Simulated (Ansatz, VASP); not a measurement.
## One calculation of Pd, two programs

File INCAR:

```
  PREC = Accurate
  ENCUT = 520
  EDIFF = 1E-6
  ISMEAR = 0
  SIGMA = 0.15
  LREAL = F
  LASPH = T
  NELM = 60
  ALGO = Fast
  ISIF = 2
  LWAVE = F
  LCHARG = F
  GGA = PS
  NBANDS = 11
```

KPOINTS

```
Automatic mesh
0
Gamma
  24 24 24
```

POSCAR

```
Pd
1.0
    0.0000000000      2.2452230429      1.4593949779
    2.2452230429      0.0000000000      1.4593949779
    2.2452230429      2.2452230429      0.0000000000
Pd
1
Direct
    0.0000000000      0.0000000000      0.0000000000
```

Input for Ansatz:

```yaml
crystal:
  lattice:
    - [0.0, 2.2452230429, 1.4593949779]
    - [2.2452230429, 0.0, 1.4593949779]
    - [2.2452230429, 2.2452230429, 0.0]
  atoms:
    - { symbol: Pd, position: [0.0, 0.0, 0.0] }
basis:
  ecutwfc: 420
kpoints:
  mp_grid: { grid: [24, 24, 24] }
hamiltonian:
  xc: pbesol
scf:
  occupations: { method: gaussian, width: 0.15 }
output:
  forces: true
  stress: true
  eigenvalues: true
  write_density: true
  write_potential: true
  elf: true
  volumetric_format: npy
```

Alike in both runs: task single point; functional PBEsol; k mesh 24 × 24 × 24; occupations gaussian, width 0.15 eV; no spin polarisation.

|  | VASP | Ansatz |
| --- | --- | --- |
| version | VASP 6.6.1 | Ansatz 0.2.0 |
| potentials or method | VASP PAW PBE potentials, release 64 (Pd), cutoff 520 eV | scalar-relativistic, plane waves, PAW |
| valence electrons in the cell | 10 | 18 |

```tsv
	VASP	Ansatz	Ansatz less VASP
gap on the k mesh at the Fermi level (eV)	none	none	-
pressure (GPa)	-1.0	-0.6	+0.37
traceless stress, the component that is largest in VASP (GPa)	-0.79	-0.81	-0.019
```

VASP's potentials were made for PBE, not for PBEsol. A gap of «none» marks a metal or a gap that the smearing closes. VASP's potentials hold 10 valence electrons a cell and Ansatz's 18, so a difference there can come from the potentials and not from the codes.
